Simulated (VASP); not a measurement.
# Ti in VASP: single point with PBE

Aim: the single point of Ti with PBE.

Everything below comes from runs of VASP 6.6.1. Logs are shortened: lines on timing, memory, paths and dates and some standing lists are left out, and cuts for length are marked.

### Step 1. The cell of the first run

The cell holds a slab with vacuum, 6 atoms: a = 2.871 Å, b = 2.871 Å, c = 25.150 Å, α = 90.00°, β = 90.00°, γ = 90.00°.

### Step 2. Single point, PBE

Input file INCAR:

```
  PREC = Accurate
  ENCUT = 520
  EDIFF = 1E-6
  ISMEAR = -1
  SIGMA = 0.05
  LREAL = False
  LASPH = True
  NELM = 80
  ALGO = Normal
  ISIF = 2
  LWAVE = False
  LCHARG = True
  LDIPOL = True
  IDIPOL = 3
  DIPOL = 0.5 0.5 0.500
  GGA = PE
  LELF = True
  LVHAR = True
  LVACPOTAV = True
  NBANDS = 45
```

Input file KPOINTS:

```
regular mesh
0
Gamma
  9 9 1
```

Input file POSCAR:

```
Ti
1.0
    2.8708535316      0.0000000000      0.0000000000
    0.0000000000      2.8708535316      0.0000000000
    0.0000000000      0.0000000000     25.1500000000
Ti
6
Direct
    0.5000000000      0.5000000000      0.2982107356
    0.0000000000      0.0000000000      0.3789264414
    0.5000000000      0.5000000000      0.4596421471
    0.0000000000      0.0000000000      0.5403578529
    0.5000000000      0.5000000000      0.6210735586
    0.0000000000      0.0000000000      0.7017892644
```

Potentials or basis: VASP PAW PBE potentials, release 64 (Ti_sv).

Run with:

```sh
$ cat potpaw_PBE.64/Ti_sv/POTCAR > POTCAR
$ mpirun -np 1 vasp_std > vasp.out
```

OUTCAR:

```text
PREC = Accurate
   ENCUT = 520
   EDIFF = 1E-6
   ISMEAR = -1
   LREAL = False
   LASPH = True
   NELM = 80
   ISIF = 2
   GGA = PE

 ion  position               nearest neighbor table
   1  0.500  0.500  0.298-   2 2.87   2 2.87   2 2.87   2 2.87
   2  0.000  0.000  0.379-   3 2.87   3 2.87   3 2.87   3 2.87   1 2.87   1 2.87   1 2.87   1 2.87

   3  0.500  0.500  0.460-   2 2.87   2 2.87   2 2.87   2 2.87   4 2.87   4 2.87   4 2.87   4 2.87

   4  0.000  0.000  0.540-   5 2.87   5 2.87   5 2.87   5 2.87   3 2.87   3 2.87   3 2.87   3 2.87

   5  0.500  0.500  0.621-   4 2.87   4 2.87   4 2.87   4 2.87   6 2.87   6 2.87   6 2.87   6 2.87

   6  0.000  0.000  0.702-   5 2.87   5 2.87   5 2.87   5 2.87

  LATTYP: Found a simple tetragonal cell.
 ALAT       =     2.8708535316
 C/A-ratio  =     8.7604608606

  Lattice vectors:

 A1 = (   2.8708535316,   0.0000000000,   0.0000000000)
 A2 = (   0.0000000000,   2.8708535316,   0.0000000000)
 A3 = (   0.0000000000,   0.0000000000,  25.1500000000)

Analysis of symmetry for initial positions (statically):
=====================================================================
 Subroutine PRICEL returns:
 Original cell was already a primitive cell.

 Routine SETGRP: Setting up the symmetry group for a
 simple tetragonal supercell.

 Subroutine GETGRP returns: Found 16 space group operations
 (whereof  8 operations were pure point group operations)
 out of a pool of 16 trial point group operations.

The static configuration has the point symmetry C_4v.
 The point group associated with its full space group is D_4h.

Analysis of symmetry for dynamics (positions and initial velocities):
=====================================================================
 Subroutine PRICEL returns:
 Original cell was already a primitive cell.

 Routine SETGRP: Setting up the symmetry group for a
 simple tetragonal supercell.

 Subroutine GETGRP returns: Found 16 space group operations
 (whereof  8 operations were pure point group operations)
 out of a pool of 16 trial point group operations.

The dynamic configuration has the point symmetry C_4v.
 The point group associated with its full space group is D_4h.

 Subroutine INISYM returns: Found 16 space group operations
 (whereof  8 operations are pure point group operations),
 and found     1 'primitive' translations

----------------------------------------------------------------------------------------

                                     Primitive cell

  volume of cell :     207.2813

  direct lattice vectors                    reciprocal lattice vectors
     2.870853532  0.000000000  0.000000000     0.348328464  0.000000000  0.000000000
     0.000000000  2.870853532  0.000000000     0.000000000  0.348328464  0.000000000
     0.000000000  0.000000000 25.150000000     0.000000000  0.000000000  0.039761431

  length of vectors
     2.870853532  2.870853532 25.150000000     0.348328464  0.348328464  0.039761431

  position of ions in fractional coordinates (direct lattice)
     0.500000000  0.500000000  0.298210736
     0.000000000  0.000000000  0.378926441
     0.500000000  0.500000000  0.459642147
     0.000000000  0.000000000  0.540357853
     0.500000000  0.500000000  0.621073559
     0.000000000  0.000000000  0.701789264

  ion indices of the primitive-cell ions
   primitive index   ion index
                 1           1
                 2           2
                 3           3
                 4           4
                 5           5
                 6           6

----------------------------------------------------------------------------------------

 KPOINTS: regular mesh

Automatic generation of k-mesh.
 Grid dimensions read from file:
 generate k-points for:    9    9    1

 Generating k-lattice:

  Cartesian coordinates                     Fractional coordinates (reciprocal lattice)
     0.038703163  0.000000000  0.000000000     0.111111111  0.000000000  0.000000000
     0.000000000  0.038703163  0.000000000     0.000000000  0.111111111  0.000000000
     0.000000000  0.000000000  0.039761431     0.000000000  0.000000000  1.000000000

  Length of vectors
     0.038703163  0.038703163  0.039761431

  Shift w.r.t. Gamma in fractional coordinates (k-lattice)
     0.000000000  0.000000000  0.000000000

 Subroutine IBZKPT returns following result:
 ===========================================

 Found     15 irreducible k-points:

 Following reciprocal coordinates:
            Coordinates               Weight
  0.000000  0.000000  0.000000      1.000000
  0.111111  0.000000  0.000000      4.000000
  0.222222  0.000000  0.000000      4.000000
  0.333333  0.000000  0.000000      4.000000
  0.444444  0.000000  0.000000      4.000000
  0.111111  0.111111  0.000000      4.000000
  0.222222  0.111111  0.000000      8.000000
  0.333333  0.111111  0.000000      8.000000
  0.444444  0.111111  0.000000      8.000000
  0.222222  0.222222  0.000000      4.000000
  0.333333  0.222222  0.000000      8.000000
  0.444444  0.222222  0.000000      8.000000
  0.333333  0.333333  0.000000      4.000000
  0.444444  0.333333  0.000000      8.000000
  0.444444  0.444444  0.000000      4.000000
   k-points           NKPTS =     15   k-points in BZ     NKDIM =     15   number of bands    NBANDS=     45
   number of dos      NEDOS =    301   number of ions     NIONS =      6
   total plane-waves  NPLWV = 110592
   dimension x,y,z NGX =    24 NGY =   24 NGZ =  192
   dimension x,y,z NGXF=    48 NGYF=   48 NGZF=  384
   ions per type =               6
   NGX,Y,Z   is equivalent  to a cutoff of  13.90, 13.90, 12.69 a.u.
   NGXF,Y,Z  is equivalent  to a cutoff of  27.80, 27.80, 25.38 a.u.
 SYSTEM =  unknown system
   PREC   = accura    normal or accurate (medium, high low for compatibility)
   ISTART =      0    job   : 0-new  1-cont  2-samecut
   ICHARG =      2    charge: 1-file 2-atom 10-const
   ISPIN  =      1    spin polarized calculation?
   LNONCOLLINEAR =      F non collinear calculations
   LSORBIT =      F    spin-orbit coupling
   LASPH  =      T    aspherical Exc in radial PAW
   ENCUT  =  520.0 eV  38.22 Ry    6.18 a.u.   5.34  5.34 46.76*2*pi/ulx,y,z
   NELM   =     80;   NELMIN=  2; NELMDL= -5     # of ELM steps
   EDIFF  = 0.1E-05   stopping-criterion for ELM
   LREAL  =      F    real-space projection
   EDIFFG = 0.1E-04   stopping-criterion for IOM
   NSW    =      0    number of steps for IOM
   IBRION =     -1    ionic relax: 0-MD 1-quasi-New 2-CG
   NFREE  =      0    steps in history (QN), initial steepest desc. (CG)
   ISIF   =      2    stress and relaxation
   ISYM   =      2    0-nonsym 1-usesym 2-fastsym
   POTIM  = 0.5000    time-step for ionic-motion
   TEBEG  =    0.0;   TEEND  =   0.0 temperature during run
   PSTRESS=    0.0 pullay stress
   NELECT =      72.0000    total number of electrons
   NUPDOWN=      -1.0000    fix difference up-down
   EMIN   =  10.00;   EMAX   =-10.00  energy-range for DOS
   EFERMI =   0.00;   METHOD = LEGACY
   ISMEAR =    -1;   SIGMA  =   0.05  broadening in eV -4-tet -1-fermi 0-gaus
   EFERMI_NEDOS =   21; number of points for ismear=-14 and -15
   IALGO  =     38    algorithm
   IMIX   =      4    mixing-type and parameters
     AMIX     =   0.40;   BMIX     =  1.00
     AMIX_MAG =   1.60;   BMIX_MAG =  1.00
  volume/ion in A,a.u.               =      34.55       233.13
  Fermi-wavevector in a.u.,A,eV,Ry     =   1.150798  2.174692 18.018676  1.324335
  Thomas-Fermi vector in A             =   2.287459
   LORBIT       =      0    0 simple, 1 ext, 2 COOP (PROOUT), +10 PAW based schemes
   GGA     = PE    functional components
   LHFCALC =     F    Hartree Fock is set to
   AEXX    =    0.0000 exact exchange contribution
   IVDW    =     0    specifies the selected vdW correction
   LEPSILON=     F    determine dielectric tensor
   LRPA    =     F    only Hartree local field effects (RPA)
 non-spin polarized calculation
  energy-cutoff  :      520.00
  volume of cell :      207.28
 maximum number of plane-waves:      5639
 NGX is ok and might be reduce to    24
   NGX = 11   NGY = 11   NGZ = 93

 dipolmoment           0.000000      0.000000     -0.000000 electrons x Angstroem

 number of electron      72.0000025 magnetization

 dipolmoment           0.000000      0.000000      0.000000 electrons x Angstroem

 Free energy of the ion-electron system (eV)
  ---------------------------------------------------
  ext. energy  EPLUGINS =         0.00000000
  ---------------------------------------------------
  free energy    TOTEN  =       -44.94740293 eV

  energy without entropy =      -44.83052444  energy(sigma->0) =      -44.88896368

 E-fermi :   2.2237     XC(G=0):  -6.5680

 val. band max:        2.2113827547   @ k =   0.0000   0.0000   0.0000
 cond. band min:       2.2251736621   @ k =   0.1111   0.0000   0.0000
 fundamental gap:      0.0137909074
 Fermi energy:         2.2236780315

 k-point     1 :       0.0000    0.0000    0.0000
  band No.  band energies     occupation
      1     -54.6338      2.00000
      2     -54.6338      2.00000
      3     -54.4052      2.00000
      4     -54.3668      2.00000
      5     -54.3083      2.00000
      6     -54.2528      2.00000
[... 37 lines left out ...]
     44       3.7749      0.00000
     45       3.9851      0.00000

 k-point     2 :       0.1111    0.0000    0.0000
  band No.  band energies     occupation
      1     -54.6275      2.00000
      2     -54.6275      2.00000
      3     -54.3957      2.00000
      4     -54.3603      2.00000
      5     -54.3049      2.00000
      6     -54.2518      2.00000
[... 37 lines left out ...]
     44       3.5943      0.00000
     45       3.8132      0.00000

 k-point     3 :       0.2222    0.0000    0.0000
  band No.  band energies     occupation
      1     -54.6114      2.00000
      2     -54.6114      2.00000
      3     -54.3699      2.00000
      4     -54.3432      2.00000
      5     -54.2966      2.00000
      6     -54.2510      2.00000
[... 565 lines left out ...]
     44       4.1572      0.00000
     45       4.3778      0.00000

 k-point    15 :       0.4444    0.4444    0.0000
  band No.  band energies     occupation
      1     -54.5366      2.00000
      2     -54.5366      2.00000
      3     -54.2590      2.00000
      4     -54.2589      2.00000
      5     -54.2338      2.00000
      6     -54.2310      2.00000
[... 37 lines left out ...]
     44       4.8215      0.00000
     45       4.9896      0.00000

------------------------ aborting loop because EDIFF is reached ----------------------------------------

  FORCE on cell =-STRESS in cart. coord.  units (eV):
  Direction    XX          YY          ZZ          XY          YZ          ZX
  --------------------------------------------------------------------------------------
  -------------------------------------------------------------------------------------
  Total       -0.9182225     -0.9182225      0.1863667      0.0000000      0.0000000      0.0000000
  in kB       -7.0973864     -7.0973864      1.4405184      0.0000000      0.0000000      0.0000000
  external PRESSURE =      -4.2514181 kB  Pullay stress =       0.0000000 kB

 VOLUME and BASIS-vectors are now :
 -----------------------------------------------------------------------------
  energy-cutoff  :      520.00
  volume of cell :      207.28
      direct lattice vectors                 reciprocal lattice vectors
     2.870853532  0.000000000  0.000000000     0.348328464  0.000000000  0.000000000
     0.000000000  2.870853532  0.000000000     0.000000000  0.348328464  0.000000000
     0.000000000  0.000000000 25.150000000     0.000000000  0.000000000  0.039761431

 POSITION                                       TOTAL-FORCE (eV/Angst)
 -----------------------------------------------------------------------------------
      1.43543      1.43543      7.50000        -0.000000     -0.000000      0.406670
      0.00000      0.00000      9.53000        -0.000000     -0.000000     -0.707307
      1.43543      1.43543     11.56000         0.000000      0.000000     -0.008541
      0.00000      0.00000     13.59000        -0.000000     -0.000000      0.008541
      1.43543      1.43543     15.62000        -0.000000      0.000000      0.707307
      0.00000      0.00000     17.65000        -0.000000     -0.000000     -0.406670
 -----------------------------------------------------------------------------------
    total drift:                                0.000000     -0.000000      0.000000

  FREE ENERGIE OF THE ION-ELECTRON SYSTEM (eV)
  ---------------------------------------------------
  free  energy   TOTEN  =       -44.9474029271 eV

  energy  without entropy=      -44.8305244399  energy(sigma->0) =      -44.88896368

 vacuum level on the upper side and lower side of the slab         6.303         6.303
```

Run time: 7.1 min. Hardware: 1 thread of Intel Xeon Platinum 8175M at 2.50GHz (Skylake/Cascade Lake), shared host; peak memory 0.35 GiB.

Results:

```
Free energy            : -44.9474 eV
Largest force          : 0.707 eV/Å
Band gap on the k mesh : zero (bands 36 and 37 overlap by 0.47 eV)
```

Forces in eV/Å, atoms in the order of the input:
```
Ti   0.000  0.000  0.407
Ti   0.000  0.000 -0.707
Ti   0.000  0.000 -0.009
Ti   0.000  0.000  0.009
Ti   0.000  0.000  0.707
Ti   0.000  0.000 -0.407
```
